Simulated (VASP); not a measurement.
# Zr2BiN2 (P4/mmm) in VASP: further runs

The runs below take Zr2BiN2 through relaxation of cell and atoms, single point, with PBE.

Program: VASP 6.6.1. These are calculated values, not measurements. Logs are shortened: lines on timing, memory, paths and dates and some standing lists are left out, and cuts for length are marked.

**1. The cell of the first run**

Symmetry: P4/mmm, No. 123, tetragonal system. Conventional cell: a = 4.508 Å, b = 4.508 Å, c = 4.438 Å, α = 90.00°, β = 90.00°, γ = 90.00°. Zr (site symmetry mmm) has 2 N at 2.22 Å and 2 Bi at 2.25 Å within 2.9 Å. Within 3.0 Å of Bi (site symmetry 4/mmm) lie 4 Zr at 2.25 Å. N (site symmetry mmm) has 2 Zr at 2.22 Å within 2.9 Å.

The cell was generated, and may not be a known phase.

**2. Relaxation of cell and atoms, PBE**

Input file INCAR:

```
SYSTEM = Zr2BiN2
PREC     = Accurate       ! precision mode
ENCUT    = 600            ! plane-wave cutoff, eV
EDIFF    = 1E-7           ! SCF threshold, eV
ISMEAR   = 0              ! smearing method
SIGMA    = 0.1            ! smearing width, eV
LREAL    = .FALSE.        ! projectors in reciprocal space
LASPH    = .TRUE.         ! aspherical terms in the spheres
NELM     = 80             ! most SCF steps
ALGO     = Normal         ! electronic algorithm
ISIF     = 3              ! what is computed and relaxed
LWAVE    = .FALSE.        ! write WAVECAR
LCHARG   = .FALSE.        ! write CHGCAR
GGA      = PE             ! functional
IBRION   = 2              ! ionic algorithm
NSW      = 90             ! ionic steps
EDIFFG   = -0.04          ! ionic threshold
```

Input file KPOINTS:

```
regular mesh
0
G
  4 4 4
  0 0 0
```

Input file POSCAR:

```
Zr2BiN2
1.0
    4.5077613900      0.0000000000      0.0000000000
    0.0000000000      4.5077613900      0.0000000000
    0.0000000000      0.0000000000      4.4383266600
Zr Bi N
2 1 2
Direct
    0.5000000000      0.0000000000      0.0000000000
    0.0000000000      0.5000000000      0.0000000000
    0.5000000000      0.5000000000      0.0000000000
    0.5000000000      0.0000000000      0.5000000000
    0.0000000000      0.5000000000      0.5000000000
```

Potentials or basis: VASP PAW PBE potentials, release 64 (Zr_sv, Bi_d, N).

On the command line:

```bash
cat potpaw_PBE.64/Zr_sv/POTCAR potpaw_PBE.64/Bi_d/POTCAR potpaw_PBE.64/N/POTCAR > POTCAR
mpirun -np 1 vasp_std > vasp.out
```

OUTCAR:

```text
SYSTEM = Zr2BiN2
   PREC = Accurate
   ENCUT = 600
   EDIFF = 1E-7
   ISMEAR = 0
   LREAL = .FALSE.
   LASPH = .TRUE.
   NELM = 80
   ISIF = 3
   GGA = PE
   IBRION = 2
   NSW = 90
   EDIFFG = -0.04

 ion  position               nearest neighbor table
   1  0.500  0.000  0.000-   4 2.22   4 2.22   3 2.25   3 2.25   2 3.19   2 3.19   2 3.19   2 3.19

   2  0.000  0.500  0.000-   5 2.22   5 2.22   3 2.25   3 2.25   1 3.19   1 3.19   1 3.19   1 3.19

   3  0.500  0.500  0.000-   1 2.25   2 2.25   1 2.25   2 2.25
   4  0.500  0.000  0.500-   1 2.22   1 2.22
   5  0.000  0.500  0.500-   2 2.22   2 2.22

  LATTYP: Found a simple tetragonal cell.
 ALAT       =     4.5077613900
 C/A-ratio  =     0.9845966270

  Lattice vectors:

 A1 = (   4.5077613900,   0.0000000000,   0.0000000000)
 A2 = (   0.0000000000,   4.5077613900,   0.0000000000)
 A3 = (   0.0000000000,   0.0000000000,   4.4383266600)

Analysis of symmetry for initial positions (statically):
=====================================================================
 Subroutine PRICEL returns:
 Original cell was already a primitive cell.

 Routine SETGRP: Setting up the symmetry group for a
 simple tetragonal supercell.

 Subroutine GETGRP returns: Found 16 space group operations
 (whereof 16 operations were pure point group operations)
 out of a pool of 16 trial point group operations.

The static configuration has the point symmetry D_4h.

Analysis of symmetry for dynamics (positions and initial velocities):
=====================================================================
 Subroutine PRICEL returns:
 Original cell was already a primitive cell.

 Routine SETGRP: Setting up the symmetry group for a
 simple tetragonal supercell.

 Subroutine GETGRP returns: Found 16 space group operations
 (whereof 16 operations were pure point group operations)
 out of a pool of 16 trial point group operations.

The dynamic configuration has the point symmetry D_4h.

 Subroutine INISYM returns: Found 16 space group operations
 (whereof 16 operations are pure point group operations),
 and found     1 'primitive' translations

----------------------------------------------------------------------------------------

                                     Primitive cell

  volume of cell :      90.1864

  direct lattice vectors                    reciprocal lattice vectors
     4.507761390  0.000000000  0.000000000     0.221839604  0.000000000  0.000000000
     0.000000000  4.507761390  0.000000000     0.000000000  0.221839604  0.000000000
     0.000000000  0.000000000  4.438326660     0.000000000  0.000000000  0.225310140

  length of vectors
     4.507761390  4.507761390  4.438326660     0.221839604  0.221839604  0.225310140
[... 66 lines left out ...]
   dimension x,y,z NGXF=    72 NGYF=   72 NGZF=   72
   ions per type =               2   1   2
   NGX,Y,Z   is equivalent  to a cutoff of  13.28, 13.28, 13.48 a.u.
   NGXF,Y,Z  is equivalent  to a cutoff of  26.55, 26.55, 26.97 a.u.
 SYSTEM =  Zr2BiN2
   PREC   = accura    normal or accurate (medium, high low for compatibility)
   ISTART =      0    job   : 0-new  1-cont  2-samecut
   ICHARG =      2    charge: 1-file 2-atom 10-const
   ISPIN  =      1    spin polarized calculation?
   LNONCOLLINEAR =      F non collinear calculations
   LSORBIT =      F    spin-orbit coupling
   LASPH  =      T    aspherical Exc in radial PAW
   ENCUT  =  600.0 eV  44.10 Ry    6.64 a.u.   9.00  9.00  8.86*2*pi/ulx,y,z
   NELM   =     80;   NELMIN=  2; NELMDL= -5     # of ELM steps
   EDIFF  = 0.1E-06   stopping-criterion for ELM
   LREAL  =      F    real-space projection
   EDIFFG = -.4E-01   stopping-criterion for IOM
   NSW    =     90    number of steps for IOM
   IBRION =      2    ionic relax: 0-MD 1-quasi-New 2-CG
   NFREE  =      1    steps in history (QN), initial steepest desc. (CG)
   ISIF   =      3    stress and relaxation
   ISYM   =      2    0-nonsym 1-usesym 2-fastsym
   POTIM  = 0.5000    time-step for ionic-motion
   TEBEG  =    0.0;   TEEND  =   0.0 temperature during run
   PSTRESS=    0.0 pullay stress
   NELECT =      49.0000    total number of electrons
   NUPDOWN=      -1.0000    fix difference up-down
   EMIN   =  10.00;   EMAX   =-10.00  energy-range for DOS
   EFERMI =   0.00;   METHOD = LEGACY
   ISMEAR =     0;   SIGMA  =   0.10  broadening in eV -4-tet -1-fermi 0-gaus
   EFERMI_NEDOS =   21; number of points for ismear=-14 and -15
   IALGO  =     38    algorithm
   IMIX   =      4    mixing-type and parameters
     AMIX     =   0.40;   BMIX     =  1.00
     AMIX_MAG =   1.60;   BMIX_MAG =  1.00
  volume/ion in A,a.u.               =      18.04       121.72
  Fermi-wavevector in a.u.,A,eV,Ry     =   1.335857  2.524403 24.279770  1.784513
  Thomas-Fermi vector in A             =   2.464528
   LORBIT       =      0    0 simple, 1 ext, 2 COOP (PROOUT), +10 PAW based schemes
   GGA     = PE    functional components
   LHFCALC =     F    Hartree Fock is set to
   AEXX    =    0.0000 exact exchange contribution
   IVDW    =     0    specifies the selected vdW correction
   LEPSILON=     F    determine dielectric tensor
   LRPA    =     F    only Hartree local field effects (RPA)
 conjugate gradient relaxation of ions
 non-spin polarized calculation
 Gauss-broadening in eV      SIGMA  =   0.10
  energy-cutoff  :      600.00
  volume of cell :       90.19
 maximum number of plane-waves:      3048
   NGX = 19   NGY = 19   NGZ = 17

--------------------------------------- Ionic step        1  -------------------------------------------

 number of electron      49.0000003 magnetization

 Free energy of the ion-electron system (eV)
  ---------------------------------------------------
  ext. energy  EPLUGINS =         0.00000000
  ---------------------------------------------------
  free energy    TOTEN  =       -21.65827990 eV

  energy without entropy =      -21.63673833  energy(sigma->0) =      -21.64750911

 E-fermi :   7.1176     XC(G=0): -10.6604

 val. band max:        7.1116612144   @ k =   0.5000   0.0000   0.2500
 cond. band min:       7.1352263018   @ k =   0.5000   0.2500   0.0000
 fundamental gap:      0.0235650874
 Fermi energy:         7.1176240785

 k-point     1 :       0.0000    0.0000    0.0000
  band No.  band energies     occupation
      1     -41.3330      2.00000
      2     -41.2171      2.00000
      3     -20.5958      2.00000
      4     -20.5958      2.00000
      5     -19.1685      2.00000
      6     -19.1685      2.00000
[... 681 lines left out ...]
--------------------------------------- Ionic step        4  -------------------------------------------

 number of electron      49.0000011 magnetization

 Free energy of the ion-electron system (eV)
  ---------------------------------------------------
  ext. energy  EPLUGINS =         0.00000000
  ---------------------------------------------------
  free energy    TOTEN  =       -35.17099347 eV

  energy without entropy =      -35.13691634  energy(sigma->0) =      -35.15395490

 E-fermi :   3.7655     XC(G=0):  -8.6011

 val. band max:        3.7652683144   @ k =   0.2500   0.2500   0.2500
 cond. band min:       3.7678330940   @ k =   0.5000   0.0000   0.0000
 fundamental gap:      0.0025647795
 Fermi energy:         3.7655057684

 k-point     1 :       0.0000    0.0000    0.0000
  band No.  band energies     occupation
      1     -45.5057      2.00000
      2     -45.5030      2.00000
      3     -23.7462      2.00000
      4     -23.7462      2.00000
      5     -23.6680      2.00000
      6     -23.6680      2.00000
[... 597 lines left out ...]
  FREE ENERGIE OF THE ION-ELECTRON SYSTEM (eV)
  ---------------------------------------------------
  free  energy   TOTEN  =       -35.1709934660 eV

  energy  without entropy=      -35.1369163435  energy(sigma->0) =      -35.15395490

 reached required accuracy - stopping structural energy minimisation
```

OSZICAR:

```text
N       E                     dE             d eps       ncg     rms          rms(c)
DAV:   1     0.665951142119E+03    0.66595E+03   -0.27660E+04  1044   0.206E+03
DAV:   2     0.591965695125E+02   -0.60675E+03   -0.58887E+03  1101   0.579E+02
DAV:   3    -0.196484930558E+02   -0.78845E+02   -0.74246E+02  1645   0.192E+02
DAV:   4    -0.265624795559E+02   -0.69140E+01   -0.64947E+01  1611   0.452E+01
[... 71 lines left out ...]
DAV:   9    -0.351709964251E+02    0.10823E-04   -0.47428E-05  1332   0.404E-02    0.164E-02
DAV:  10    -0.351709937850E+02    0.26401E-05   -0.73248E-06  1262   0.139E-02    0.442E-03
DAV:  11    -0.351709936229E+02    0.16215E-06   -0.56191E-07  1109   0.394E-03    0.273E-03
DAV:  12    -0.351709934460E+02    0.17688E-06   -0.22384E-07   827   0.257E-03    0.770E-04
DAV:  13    -0.351709934660E+02   -0.20017E-07   -0.23745E-08   582   0.117E-03
   4 F= -.35170993E+02 E0= -.35153955E+02  d E =-.135127E+02
```

Run time: 7.9 min. Hardware: 1 thread of Intel Xeon 8259CL, shared host; peak memory 0.25 GiB.

Results:

* Free energy: -35.1710 eV
* Relaxed volume: 27.82 Å³/atom
* Relaxed cell: a = 5.885 Å, b = 5.885 Å, c = 4.016 Å, α = 90.00°, β = 90.00°, γ = 90.00°
* Space group after relaxing (to 0.1 Å): P4/mmm (No. 123)
* Energy gained by relaxing: 2702.5 meV/atom
* Ionic steps: 4
* Pressure after relaxing: 0.0 GPa
* Band gap on the k mesh: zero (an odd number of electrons rules out a gap without spin polarisation)

The path:
```tsv
step	energy change (eV)	largest force (eV/Å)	pressure (GPa)	volume (Å³)
1	0.0000	0.0000	60.97	90.19
2	-8.9530	0.0000	1.47	185.81
3	-13.5098	0.0000	0.25	137.95
4	-13.5127	0.0000	0.03	139.08
```

Final structure:
```xyz
5
Lattice="5.8850 0.0000 0.0000 0.0000 5.8850 0.0000 0.0000 0.0000 4.0157" Properties=species:S:1:pos:R:3 pbc="T T T"
Zr    2.9425    0.0000    0.0000
Zr    0.0000    2.9425    0.0000
Bi    2.9425    2.9425    0.0000
N     2.9425    0.0000    2.0078
N     0.0000    2.9425    2.0078
```

Levels at points of the mesh, in eV from the Fermi level:
| k point | band 22 | band 23 | band 24 | band 25 | band 26 | band 27 |
| --- | --- | --- | --- | --- | --- | --- |
| (0.00, 0.00, 0.00) | -0.38 | -0.25 | 0.07 | 0.51 | 0.51 | 1.30 |
| (0.50, 0.00, 0.00) | -0.25 | -0.08 | 0.00 | 0.40 | 0.50 | 0.64 |
| (0.50, 0.50, 0.00) | -0.76 | -0.28 | 0.01 | 0.01 | 0.39 | 0.39 |
| (0.00, 0.00, 0.50) | -2.49 | -1.72 | -0.98 | -0.98 | -0.40 | -0.11 |
| (0.50, 0.00, 0.50) | -2.77 | -2.71 | -1.52 | -0.37 | 0.42 | 0.57 |
| (0.50, 0.50, 0.50) | -3.12 | -2.54 | -2.35 | 0.42 | 0.62 | 0.62 |

Caveat: the volume moved by over 15 % at a fixed basis, so the end points are rough; spin-orbit coupling is left out, which moves the levels of the heavy elements.

(Part 1 of 2 ends here.)

The gap in the log of VASP goes by the Fermi energy; the results here count the filled bands.